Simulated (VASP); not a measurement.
Crystal: Sn.

```
Sn
1.0
    -2.02919    2.02919    1.66076
     2.02919   -2.02919    1.66076
     2.02919    2.02919   -1.66076
Sn
1
Direct
  0.00000 0.00000 0.00000
```

```yaml
Program: VASP 6.6.1
Task: relaxation of cell and atoms
Functional: LDA
Potentials_or_basis: VASP PAW LDA potentials, release 64 (Sn_d)
Cutoff: 600 eV
k_mesh: 10 × 10 × 10
Occupations: fermi-dirac, width 0.05 eV
Spin: no spin polarisation
```

At the start: pressure -3.1 GPa; volume 27.35 Å³/atom.

How do energy, volume and symmetry change on relaxing?

Over 5 steps the energy falls by 19.0 meV/atom and the volume is 25.60 Å³/atom (-6.4 %); space group I4/mmm (No. 139, to 0.05 Å).

Step by step:
| step | energy change (eV) | largest force (eV/Å) | pressure (GPa) | volume (Å³) |
| --- | --- | --- | --- | --- |
| 1 | 0.0000 | 0.0000 | -3.12 | 27.35 |
| 2 | -0.0175 | 0.0000 | 0.86 | 25.30 |
| 3 | -0.0183 | 0.0000 | 0.04 | 25.63 |
| 4 | -0.0189 | 0.0000 | 0.04 | 25.61 |
| 5 | -0.0190 | 0.0000 | 0.04 | 25.60 |

Final structure:
```yaml
crystal:
  lattice:
    - [-1.97437, 1.97437, 1.64194]
    - [1.97437, -1.97437, 1.64194]
    - [1.97437, 1.97437, -1.64194]
  atoms:
    - { symbol: Sn, position: [0.00000, 0.00000, 0.00000] }
```
